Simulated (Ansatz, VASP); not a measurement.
# Be in VASP and in Ansatz

```
Be
1.0
    -1.11652    1.11637    1.57889
     1.11652   -1.11637    1.57889
     1.11652    1.11637   -1.57889
Be
1
Direct
  0.50000 0.50000 0.00000
```

Alike in both runs: functional PBE; k mesh 26 × 26 × 26; occupations gaussian, width 0.1 eV; no spin polarisation.

Ansatz relaxed the structure, and its values are those at the end. VASP's run is a single point on that final structure, the one shown.

|  | VASP | Ansatz |
| --- | --- | --- |
| version | VASP 6.6.1 | Ansatz 0.2.0 |
| potentials or method | VASP PAW PBE potentials, release 64 (Be), cutoff 520 eV | scalar-relativistic, plane waves, PAW |
| valence electrons in the cell | 2 | 2 |

```csv
,VASP,Ansatz,Ansatz less VASP
gap on the k mesh at the Fermi level (eV),none,none,-
pressure (GPa),0.1,0.0,-0.15
```

A gap of «none» marks a metal or a gap that the smearing closes.
